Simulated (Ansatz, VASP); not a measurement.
**One calculation of Y2Os, two programs**

```
Y Os
1.0
     0.00000    4.08988    4.08988
     4.08988    0.00000    4.08988
     4.08988    4.08988    0.00000
Y Os
4 2
Direct
  0.62500 0.62500 0.62500
  0.12500 0.62500 0.62500
  0.62500 0.62500 0.12500
  0.62500 0.12500 0.62500
  0.00000 0.00000 0.00000
  0.25000 0.25000 0.25000
```

Alike in both runs: functional PBE; k mesh 8 × 8 × 8; occupations gaussian, width 0.1 eV; no spin polarisation.

Ansatz relaxed the structure, and its values are those at the end. VASP's run is a single point on that final structure, the one shown.

|  | VASP | Ansatz |
| --- | --- | --- |
| version | VASP 6.6.1 | Ansatz 0.2.0 |
| potentials or method | VASP PAW PBE potentials, release 64 (Y_sv, Os), cutoff 520 eV | scalar-relativistic, plane waves, PAW |
| valence electrons in the cell | 60 | 76 |

Ansatz gave:

```
gap on the k mesh at the Fermi level (eV) : none
pressure (GPa)                            : 0.0
```

Task: What did VASP give for the same quantities?

Result: gap on the k mesh at the Fermi level (eV): none; pressure (GPa): -0.2.

A gap of «none» marks a metal or a gap that the smearing closes. With one functional, cell and mesh, what is left measures potentials, basis and numerics. VASP's potentials hold 60 valence electrons a cell and Ansatz's 76, so a difference there can come from the potentials and not from the codes.

Neither program's run includes spin-orbit coupling.
